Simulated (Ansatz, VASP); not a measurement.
**Ba in VASP and in Ansatz**

```
Ba
1.0
    -2.50274    2.50274    2.50274
     2.50274   -2.50274    2.50274
     2.50274    2.50274   -2.50274
Ba
1
Direct
  0.00000 0.00000 0.00000
```

Alike in both runs: task single point; functional LDA; k mesh 12 × 12 × 12; occupations gaussian, width 0.05 eV; no spin polarisation.

```csv
,VASP,Ansatz
version,VASP 6.6.1,Ansatz 0.2.0
potentials or method,"VASP PAW LDA potentials, release 64 (Ba_sv), cutoff 520 eV","scalar-relativistic, plane waves, PAW"
valence electrons in the cell,10,10
```

```tsv
	VASP	Ansatz	Ansatz less VASP
pressure (GPa)	-1.2	-1.2	-0.06
```

LDA's correlation is that of Perdew and Zunger in VASP and of Perdew and Wang (1992) in Ansatz.

Spin-orbit coupling is off throughout.
